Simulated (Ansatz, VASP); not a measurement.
Te in VASP and in Ansatz

File POSCAR:

```
Te
1.0
    4.4712577270      0.0000000000      0.0000000000
   -2.2356288635      3.8722227785      0.0000000000
    0.0000000000      0.0000000000      5.9487470213
Te
3
Direct
    0.2641920653      0.0000000000      0.3333333333
    0.0000000000      0.2641920653      0.6666666667
    0.7358079347      0.7358079347      0.0000000000
```

INCAR.step1

```
SYSTEM = Te
  ALGO = Normal
  EDIFF = 1E-4
  ENCUT = 520
  GGA = PE
  ISMEAR = 1
  LASPH = .True.
  LCHARG = .False.
  LREAL = .False.
  LWAVE = .True.
  NBANDS = 16
  NELM = 60
  PREC = Accurate
  SIGMA = 0.2
```

Contents of INCAR.step2:

```
SYSTEM = Te
  ALGO = Normal
  EDIFF = 1E-7
  ENCUT = 520
  ISIF = 2
  ISMEAR = 1
  ISTART = 1
  LASPH = .True.
  LCHARG = .False.
  LMIXTAU = .True.
  LREAL = .False.
  LWAVE = .False.
  METAGGA = R2SCAN
  NBANDS = 16
  NELM = 60
  PREC = Accurate
  SIGMA = 0.2
```

The input KPOINTS:

```
k-points
0
Gamma
  6 6 4
  0 0 0
```

Input for Ansatz:

```yaml
crystal:
  lattice:
    - [4.471257727, 0.0, 0.0]
    - [-2.2356288635, 3.8722227785, 0.0]
    - [0.0, 0.0, 5.9487470213]
  atoms:
    - { symbol: Te, position: [0.2641920653, 0.0, 0.3333333333] }
    - { symbol: Te, position: [0.0, 0.2641920653, 0.6666666667] }
    - { symbol: Te, position: [0.7358079347, 0.7358079347, 0.0] }
kpoints:
  mp_grid: { grid: [6, 6, 4] }
hamiltonian:
  xc: r2scan
scf:
  occupations: { method: methfessel_paxton, width: 0.2 }
  n_extra_bands: 4
output:
  forces: true
  stress: true
  eigenvalues: true
```

Alike in both runs: task single point; functional r2SCAN; k mesh 6 × 6 × 4; occupations methfessel-paxton of order 1, width 0.2 eV; no spin polarisation.

|  | VASP | Ansatz |
| --- | --- | --- |
| version | VASP 6.6.1 | Ansatz 0.2.0 |
| potentials or method | VASP PAW PBE potentials, release 64 (Te) | plane waves |
| plane-wave cutoff (eV) | 520 | 500 |
| valence electrons in the cell | 18 | 48 |

|  | VASP | Ansatz | Ansatz less VASP |
| --- | --- | --- | --- |
| pressure (GPa) | 0.9 | 0.8 | -0.03 |
| traceless stress, the component that is largest in VASP (GPa) | -0.09 | -0.13 | -0.037 |
| rms of the force components (eV/Å) | 0.000 | 0.016 | +0.0156 |

VASP's potentials were made for PBE, not for r2SCAN. Atom by atom the forces differ by 0.016 eV/Å (rms over components). The functional is the same, so the differences come from potentials, cutoffs and numerics. VASP's potentials hold 18 valence electrons a cell and Ansatz's 48, so a difference there can come from the potentials and not from the codes.

Neither program's run includes spin-orbit coupling.
